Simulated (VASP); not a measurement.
Input of a VASP 6.6.1 run:

The input INCAR:

```
SYSTEM = SbMo
ALGO = Normal
EDIFF = 1E-6
ENCUT = 520
GGA = CA
ISIF = 2
ISMEAR = -1
LASPH = .True.
LCHARG = .False.
LREAL = .False.
LWAVE = .False.
NBANDS = 16
NELM = 60
PREC = Accurate
SIGMA = 0.1
```

Contents of KPOINTS:

```
k-points
0
Gamma
  13 13 13
  0 0 0
```

The input POSCAR:

```
SbMo
1.0
    0.0000000000      2.7088845096      2.7088845096
    2.7088845096      0.0000000000      2.7088845096
    2.7088845096      2.7088845096      0.0000000000
Mo Sb
1 1
Direct
    0.0000000000      0.0000000000      0.0000000000
    0.5000000000      0.5000000000      0.5000000000
```

Potentials or basis: VASP PAW LDA potentials, release 64 (Mo_sv, Sb).

Launch:

```sh
$ cat potpaw_LDA.64/Mo_sv/POTCAR potpaw_LDA.64/Sb/POTCAR > POTCAR
$ mpirun -np 1 vasp_std > vasp.out
```

(1) What does it give for the pressure?

(2) Predict the band gap on the k mesh.

Results:

(1) 0.4 GPa.

(2) zero (an odd number of electrons rules out a gap without spin polarisation).

Caveat: spin-orbit coupling is left out, which moves the levels of the heavy elements.
